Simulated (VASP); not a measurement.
# Zn3SeS2 (P3m1) in VASP: relaxation of cell and atoms with PBE

Aim: the relaxation of cell and atoms of Zn3SeS2 with PBE.

Program: VASP 6.6.1. These are calculated values, not measurements. Logs are shortened: lines on timing, memory, paths and dates and some standing lists are left out, and cuts for length are marked.

**1. The cell of the first run**

It takes space group P3m1 (No. 156, trigonal). Conventional cell: a = 3.917 Å, b = 3.917 Å, c = 9.600 Å, α = 90.00°, β = 90.00°, γ = 120.00°. Zn (site symmetry 3m) has 3 S at 2.38 Å and 1 Se at 2.48 Å within 3.1 Å. Zn (site symmetry 3m) has 4 S at 2.36 to 2.38 Å within 3.1 Å. Within 3.1 Å of Zn (site symmetry 3m) lie 1 S at 2.35 Å and 3 Se at 2.44 Å. Se (site symmetry 3m) has 4 Zn at 2.44 to 2.48 Å within 3.2 Å. Within 3.1 Å of S (site symmetry 3m) lie 4 Zn at 2.36 to 2.38 Å. S (site symmetry 3m) has 4 Zn at 2.35 to 2.38 Å within 3.1 Å.

**2. Relaxation of cell and atoms, PBE**

Input file INCAR:

```
SYSTEM = Zn3SeS2
  PREC = Accurate
  ENCUT = 600
  EDIFF = 1E-6
  ISMEAR = 0
  SIGMA = 0.02
  LREAL = .False.
  LASPH = .True.
  NELM = 80
  ALGO = Normal
  ISIF = 3
  LWAVE = .False.
  LCHARG = .False.
  GGA = PE
  IBRION = 2
  NSW = 100
  EDIFFG = -0.01
```

Input file KPOINTS:

```
regular mesh
0
Gamma
  12 12 4
  0 0 0
```

Input file POSCAR:

```
Zn3SeS2
1.0
    3.9172797046      0.0000000000      0.0000000000
   -1.9586398523      3.3924637379      0.0000000000
    0.0000000000      0.0000000000      9.5996214182
Zn Se S
3 1 2
Direct
    0.0000000000      0.0000000000      0.0095914769
    0.6666666667      0.3333333333      0.3334867038
    0.3333333333      0.6666666667      0.6565061407
    0.0000000000      0.0000000000      0.7514401533
    0.6666666667      0.3333333333      0.0874182464
    0.3333333333      0.6666666667      0.4115572789
```

Potentials or basis: VASP PAW PBE potentials, release 64 (Zn, Se, S).

The run is started by

```console
$ cat potpaw_PBE.64/Zn/POTCAR potpaw_PBE.64/Se/POTCAR potpaw_PBE.64/S/POTCAR > POTCAR
$ mpirun -np 1 vasp_std > vasp.out
```

OUTCAR:

```text
SYSTEM = Zn3SeS2
   PREC = Accurate
   ENCUT = 600
   EDIFF = 1E-6
   ISMEAR = 0
   LREAL = .False.
   LASPH = .True.
   NELM = 80
   ISIF = 3
   GGA = PE
   IBRION = 2
   NSW = 100
   EDIFFG = -0.01

 ion  position               nearest neighbor table
   1  0.000  0.000  0.010-   5 2.38   5 2.38   5 2.38   4 2.48
   2  0.667  0.333  0.333-   5 2.36   6 2.38   6 2.38   6 2.38
   3  0.333  0.667  0.657-   6 2.35   4 2.44   4 2.44   4 2.44
   4  0.000  0.000  0.751-   3 2.44   3 2.44   3 2.44   1 2.48
   5  0.667  0.333  0.087-   2 2.36   1 2.38   1 2.38   1 2.38
   6  0.333  0.667  0.412-   3 2.35   2 2.38   2 2.38   2 2.38

  LATTYP: Found a hexagonal cell.
 ALAT       =     3.9172797046
 C/A-ratio  =     2.4505836045

  Lattice vectors:

 A1 = (   3.9172797046,   0.0000000000,   0.0000000000)
 A2 = (  -1.9586398523,   3.3924637379,   0.0000000000)
 A3 = (   0.0000000000,   0.0000000000,   9.5996214182)

Analysis of symmetry for initial positions (statically):
=====================================================================
 Subroutine PRICEL returns:
 Original cell was already a primitive cell.

 Routine SETGRP: Setting up the symmetry group for a
 hexagonal supercell.

 Subroutine GETGRP returns: Found  6 space group operations
 (whereof  6 operations were pure point group operations)
 out of a pool of 24 trial point group operations.

The static configuration has the point symmetry C_3v.

Analysis of symmetry for dynamics (positions and initial velocities):
=====================================================================
 Subroutine PRICEL returns:
 Original cell was already a primitive cell.

 Routine SETGRP: Setting up the symmetry group for a
 hexagonal supercell.

 Subroutine GETGRP returns: Found  6 space group operations
 (whereof  6 operations were pure point group operations)
 out of a pool of 24 trial point group operations.

The dynamic configuration has the point symmetry C_3v.

 Subroutine INISYM returns: Found  6 space group operations
 (whereof  6 operations are pure point group operations),
 and found     1 'primitive' translations

----------------------------------------------------------------------------------------

                                     Primitive cell

  volume of cell :     127.5716

  direct lattice vectors                    reciprocal lattice vectors
     3.917279705  0.000000000  0.000000000     0.255279193  0.147385511  0.000000000
    -1.958639852  3.392463738  0.000000000     0.000000000  0.294771021  0.000000000
     0.000000000  0.000000000  9.599621418     0.000000000  0.000000000  0.104170775

  length of vectors
     3.917279705  3.917279705  9.599621418     0.294771021  0.294771021  0.104170775

  position of ions in fractional coordinates (direct lattice)
     0.000000000  0.000000000  0.009591477
     0.666666667  0.333333333  0.333486704
     0.333333333  0.666666667  0.656506141
     0.000000000  0.000000000  0.751440153
     0.666666667  0.333333333  0.087418246
     0.333333333  0.666666667  0.411557279

  ion indices of the primitive-cell ions
   primitive index   ion index
                 1           1
                 2           2
                 3           3
                 4           4
                 5           5
                 6           6

----------------------------------------------------------------------------------------

 KPOINTS: regular mesh

Automatic generation of k-mesh.
[... 73 lines left out ...]
   ISYM   =      2    0-nonsym 1-usesym 2-fastsym
   POTIM  = 0.5000    time-step for ionic-motion
   TEBEG  =    0.0;   TEEND  =   0.0 temperature during run
   PSTRESS=    0.0 pullay stress
   NELECT =      54.0000    total number of electrons
   NUPDOWN=      -1.0000    fix difference up-down
   EMIN   =  10.00;   EMAX   =-10.00  energy-range for DOS
   EFERMI =   0.00;   METHOD = LEGACY
   ISMEAR =     0;   SIGMA  =   0.02  broadening in eV -4-tet -1-fermi 0-gaus
   EFERMI_NEDOS =   21; number of points for ismear=-14 and -15
   IALGO  =     38    algorithm
   IMIX   =      4    mixing-type and parameters
     AMIX     =   0.40;   BMIX     =  1.00
     AMIX_MAG =   1.60;   BMIX_MAG =  1.00
  volume/ion in A,a.u.               =      21.26       143.48
  Fermi-wavevector in a.u.,A,eV,Ry     =   1.229197  2.322845 20.557382  1.510925
  Thomas-Fermi vector in A             =   2.364093
   LORBIT       =      0    0 simple, 1 ext, 2 COOP (PROOUT), +10 PAW based schemes
   GGA     = PE    functional components
   LHFCALC =     F    Hartree Fock is set to
   AEXX    =    0.0000 exact exchange contribution
   IVDW    =     0    specifies the selected vdW correction
   LEPSILON=     F    determine dielectric tensor
   LRPA    =     F    only Hartree local field effects (RPA)
 conjugate gradient relaxation of ions
 non-spin polarized calculation
 Gauss-broadening in eV      SIGMA  =   0.02
  energy-cutoff  :      600.00
  volume of cell :      127.57
 maximum number of plane-waves:      4298
   NGX = 15   NGY = 15   NGZ = 39

--------------------------------------- Ionic step        1  -------------------------------------------

 number of electron      54.0000006 magnetization

 Free energy of the ion-electron system (eV)
  ---------------------------------------------------
  ext. energy  EPLUGINS =         0.00000000
  ---------------------------------------------------
  free energy    TOTEN  =       -19.66987969 eV

  energy without entropy =      -19.66987969  energy(sigma->0) =      -19.66987969

------------------------ aborting loop because EDIFF is reached ----------------------------------------

  FORCE on cell =-STRESS in cart. coord.  units (eV):
  Direction    XX          YY          ZZ          XY          YZ          ZX
  --------------------------------------------------------------------------------------
  -------------------------------------------------------------------------------------
  Total        0.1209230      0.1209230      0.1521175      0.0000000     -0.0000000      0.0000000
  in kB        1.5186772      1.5186772      1.9104512      0.0000000     -0.0000000      0.0000000
  external PRESSURE =       1.6492686 kB  Pullay stress =       0.0000000 kB

 VOLUME and BASIS-vectors are now :
 -----------------------------------------------------------------------------
  energy-cutoff  :      600.00
  volume of cell :      127.57
      direct lattice vectors                 reciprocal lattice vectors
     3.917279705  0.000000000  0.000000000     0.255279193  0.147385511  0.000000000
    -1.958639852  3.392463738  0.000000000     0.000000000  0.294771021  0.000000000
     0.000000000  0.000000000  9.599621418     0.000000000  0.000000000  0.104170775

 POSITION                                       TOTAL-FORCE (eV/Angst)
 -----------------------------------------------------------------------------------
      0.00000      0.00000      0.09207         0.000000     -0.000000      0.010160
      1.95864      1.13082      3.20135        -0.000000      0.000000     -0.004763
     -0.00000      2.26164      6.30221        -0.000000     -0.000000     -0.008526
      0.00000      0.00000      7.21354         0.000000     -0.000000      0.003551
      1.95864      1.13082      0.83918         0.000000     -0.000000     -0.000352
     -0.00000      2.26164      3.95079         0.000000     -0.000000     -0.000070
 -----------------------------------------------------------------------------------
    total drift:                               -0.000000      0.000001      0.000616

  FREE ENERGIE OF THE ION-ELECTRON SYSTEM (eV)
  ---------------------------------------------------
  free  energy   TOTEN  =       -19.6698796856 eV

  energy  without entropy=      -19.6698796856  energy(sigma->0) =      -19.66987969

--------------------------------------- Ionic step        2  -------------------------------------------

 number of electron      54.0000007 magnetization

 Free energy of the ion-electron system (eV)
  ---------------------------------------------------
  ext. energy  EPLUGINS =         0.00000000
  ---------------------------------------------------
  free energy    TOTEN  =       -19.67002494 eV

  energy without entropy =      -19.67002494  energy(sigma->0) =      -19.67002494

 E-fermi :   2.0260     XC(G=0):  -9.3895

 val. band max:        1.9132413015   @ k =   0.0000   0.0000   0.0000
 cond. band min:       3.3319486431   @ k =   0.0000   0.0000   0.0000
 fundamental gap:      1.4187073416
 Fermi energy:         2.0259755726

 k-point     1 :       0.0000    0.0000    0.0000
  band No.  band energies     occupation
      1     -11.3156      2.00000
      2     -10.7224      2.00000
      3     -10.7174      2.00000
      4      -4.6783      2.00000
      5      -4.6783      2.00000
      6      -4.6568      2.00000
[... 829 lines left out ...]
     31       6.9347      0.00000
     32       7.6731      0.00000

 [... further k-points ...]

------------------------ aborting loop because EDIFF is reached ----------------------------------------

  FORCE on cell =-STRESS in cart. coord.  units (eV):
  Direction    XX          YY          ZZ          XY          YZ          ZX
  --------------------------------------------------------------------------------------
  -------------------------------------------------------------------------------------
  Total       -0.0294936     -0.0294936     -0.0218017      0.0000000      0.0000000      0.0000000
  in kB       -0.3692412     -0.3692412     -0.2729432      0.0000000      0.0000000      0.0000000
  external PRESSURE =      -0.3371419 kB  Pullay stress =       0.0000000 kB

 VOLUME and BASIS-vectors are now :
 -----------------------------------------------------------------------------
  energy-cutoff  :      600.00
  volume of cell :      127.98
      direct lattice vectors                 reciprocal lattice vectors
     3.921088374  0.000000000  0.000000000     0.255031232  0.147242351  0.000000000
    -1.960544187  3.395762143  0.000000000     0.000000000  0.294484701  0.000000000
     0.000000000 -0.000000000  9.611362641     0.000000000  0.000000000  0.104043520

 POSITION                                       TOTAL-FORCE (eV/Angst)
 -----------------------------------------------------------------------------------
     -1.96054      3.39576      0.09268        -0.000000     -0.000000      0.004948
      1.96054      1.13192      3.20503        -0.000000      0.000000     -0.005983
     -0.00000      2.26384      6.30951         0.000000      0.000000     -0.004494
     -1.96054      3.39576      7.22254        -0.000000     -0.000000      0.000721
      1.96054      1.13192      0.84019         0.000000     -0.000000      0.003828
     -0.00000      2.26384      3.95562        -0.000000     -0.000000      0.000981
 -----------------------------------------------------------------------------------
    total drift:                               -0.000000      0.000001      0.000457

  FREE ENERGIE OF THE ION-ELECTRON SYSTEM (eV)
  ---------------------------------------------------
  free  energy   TOTEN  =       -19.6700249430 eV

  energy  without entropy=      -19.6700249430  energy(sigma->0) =      -19.67002494

 reached required accuracy - stopping structural energy minimisation
```

Run time: 11 min. Hardware: 1 thread of Oxide Virtual Turin-like, shared host; peak memory 0.47 GiB.

What came out:

| Item | Value |
| --- | --- |
| Free energy | -19.6700 eV |
| Relaxed volume | 21.33 Å³/atom |
| Relaxed cell | a = 3.921 Å, b = 3.921 Å, c = 9.611 Å, α = 90.00°, β = 90.00°, γ = 120.00° |
| Space group after relaxing (to 0.1 Å) | P3m1 (No. 156) |
| Energy gained by relaxing | 0.0 meV/atom |
| Ionic steps | 2 |
| Pressure after relaxing | 0.0 GPa |
| Largest force after relaxing | 0.006 eV/Å |
| Band gap on the k mesh | 1.42 eV |

Forces on the atoms (eV/Å):
```
Zn   0.000  0.000  0.005
Zn   0.000  0.000 -0.006
Zn   0.000  0.000 -0.004
Se   0.000  0.000  0.001
S    0.000  0.000  0.004
S    0.000  0.000  0.001
```

Step by step:
| step | energy change (eV) | largest force (eV/Å) | pressure (GPa) | volume (Å³) |
| --- | --- | --- | --- | --- |
| 1 | 0.0000 | 0.0102 | 0.16 | 127.57 |
| 2 | -0.0001 | 0.0060 | -0.03 | 127.98 |

Final structure:
```
Zn Se S
1.0
     3.92109    0.00000    0.00000
    -1.96054    3.39576    0.00000
     0.00000    0.00000    9.61136
Zn Se S
3 1 2
Direct
  0.00000 0.00000 0.00964
  0.66667 0.33333 0.33346
  0.33333 0.66667 0.65646
  0.00000 0.00000 0.75146
  0.66667 0.33333 0.08742
  0.33333 0.66667 0.41156
```

A k mesh can miss the band edges.
